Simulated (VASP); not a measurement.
Crystal: SiC.

```
Si C
1.0
     3.07600    0.00000    0.00000
    -1.53800    2.66389    0.00000
     0.00000    0.00000    5.04800
Si C
2 2
Cartesian
  1.5380 0.8880 2.5240
  0.0000 1.7759 0.0000
  1.5380 0.8880 4.4675
  0.0000 1.7759 1.9435
```

| Quantity | Value |
| --- | --- |
| Program | VASP 6.6.1 |
| Task | relaxation of cell and atoms |
| Functional | HSE06 |
| Potentials or basis | VASP PAW PBE potentials, release 64 (Si, C) |
| Cutoff | 600 eV |
| k mesh | 5 × 5 × 3 |
| Occupations | fermi-dirac, width 0.05 eV |
| Spin | no spin polarisation |

At the start: pressure -1.5 GPa; volume 10.34 Å³/atom.

Problem. How do energy, volume and symmetry change on relaxing?

Solution. Over 9 steps the energy falls by 9.3 meV/atom and the volume is 10.26 Å³/atom (-0.8 %); space group P6_3mc (No. 186, to 0.1 Å) before and after.

The path:
| step | energy change (eV) | largest force (eV/Å) | pressure (GPa) | volume (Å³) |
| --- | --- | --- | --- | --- |
| 1 | 0.0000 | 0.7607 | -1.51 | 41.36 |
| 2 | 0.0010 | 0.7784 | 1.82 | 40.78 |
| 3 | -0.0348 | 0.0645 | -0.12 | 41.06 |
| 4 | -0.0348 | 0.0489 | -0.08 | 41.06 |
| 5 | -0.0369 | 0.0228 | 0.29 | 41.00 |
| 6 | -0.0371 | 0.0078 | 0.22 | 41.01 |
| 7 | -0.0371 | 0.0065 | 0.21 | 41.01 |
| 8 | -0.0371 | 0.0094 | -0.18 | 41.08 |
| 9 | -0.0371 | 0.0020 | 0.00 | 41.05 |

Final structure:
```cif
data_structure
_symmetry_space_group_name_H-M 'P 1'
_symmetry_Int_Tables_number 1
_cell_length_a 3.0694
_cell_length_b 3.0694
_cell_length_c 5.0307
_cell_angle_alpha 90.000
_cell_angle_beta 90.000
_cell_angle_gamma 120.000
_cell_volume 41.05
loop_
_atom_site_label
_atom_site_type_symbol
_atom_site_fract_x
_atom_site_fract_y
_atom_site_fract_z
_atom_site_occupancy
Si1 Si 0.66667 0.33333 0.50438 1
Si2 Si 0.33333 0.66667 0.00438 1
C1 C 0.66667 0.33333 0.88062 1
C2 C 0.33333 0.66667 0.38062 1
```

Caveat: the k points lie up to 0.47 Å⁻¹ apart in the final cell; the PAW data sets were made with another functional, which shifts forces and pressure a little.
